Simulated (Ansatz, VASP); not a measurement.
Two plane-wave programs on CuO

```xyz
4
Lattice="3.4221 0.0000 0.0000 0.0000 3.4221 0.0000 0.0000 0.0000 4.2605" Properties=species:S:1:pos:R:3 pbc="T T T"
Cu    0.0000    1.7110    0.0000
Cu    1.7110    0.0000    2.1302
O     0.0000    0.0000    1.0651
O     0.0000    0.0000    3.1953
```

Alike in both runs: functional PBE; k mesh 8 × 8 × 6; occupations fermi-dirac, width 0.05 eV; no spin polarisation; Hubbard terms Cu d U = 4.0 eV.

|  | VASP | Ansatz |
| --- | --- | --- |
| version | VASP 6.6.1 | Ansatz 0.2.0 |
| potentials or method | VASP PAW PBE potentials, release 64 (Cu, O) | Ansatz PAW |
| plane-wave cutoff (eV) | 520 | 420 |
| valence electrons in the cell | 34 | 50 |
| task | single point | band structure |

```csv
,VASP,Ansatz,Ansatz less VASP
gap on the k mesh at the Fermi level (eV),none,none,-
pressure (GPa),-3.1,-0.6,+2.47
"traceless stress, the component that is largest in VASP (GPa)",21.52,20.10,-1.424
```

The programs project onto different local orbitals, so the same U acts differently, and such runs can settle in different states. A gap of «none» marks a metal or a gap that the smearing closes. VASP's potentials hold 34 valence electrons a cell and Ansatz's 50, so a difference there can come from the potentials and not from the codes.
